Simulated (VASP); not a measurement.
Here is a VASP 6.6.1 calculation.

File INCAR:

```
SYSTEM = HfO2
PREC = Accurate ; ENCUT = 520
EDIFF = 1E-6 ; ISMEAR = 0
SIGMA = 0.1 ; LREAL = .FALSE.
LASPH = .TRUE. ; NELM = 100
ALGO = Normal ; ISIF = 2
LWAVE = .FALSE. ; LCHARG = .TRUE.
GGA = PE ; LELF = .TRUE.
LVHAR = .TRUE. ; NBANDS = 31
```

File KPOINTS:

```
Automatic mesh
0
G
  8 8 8
  0 0 0
```

File POSCAR:

```
HfO2
1.0
   -2.0101996055      2.0101996055      5.3190249881
    2.0101996055     -2.0101996055      5.3190249881
    2.0101996055      2.0101996055     -5.3190249881
Hf O
2 4
Direct
    0.0000000000      0.0000000000      0.0000000000
    0.7500000000      0.2500000000      0.5000000000
    0.9517408054      0.4517408054      0.5000000000
    0.2017408054      0.2017408054      0.0000000000
    0.5482591946      0.0482591946      0.5000000000
    0.7982591946      0.7982591946      0.0000000000
```

Potentials or basis: VASP PAW PBE potentials, release 64 (Hf_pv, O).

Run with:

```console
$ cat potpaw_PBE.64/Hf_pv/POTCAR potpaw_PBE.64/O/POTCAR > POTCAR
$ mpirun -np 1 vasp_std > vasp.out
```

Q: Predict the band gap on the k mesh.

A: 4.41 eV (least direct gap 4.64 eV).

Q: Predict the largest force.

A: 0.040 eV/Å.

Q: Predict the pressure.

A: -2.4 GPa.

Stress tensor (GPa, compression positive):
```
-2.36  0.00  0.00
 0.00 -2.36  0.00
 0.00  0.00 -2.57
```

Caveat: spin-orbit coupling is left out, which moves the levels of the heavy elements. A k mesh can miss the band edges.
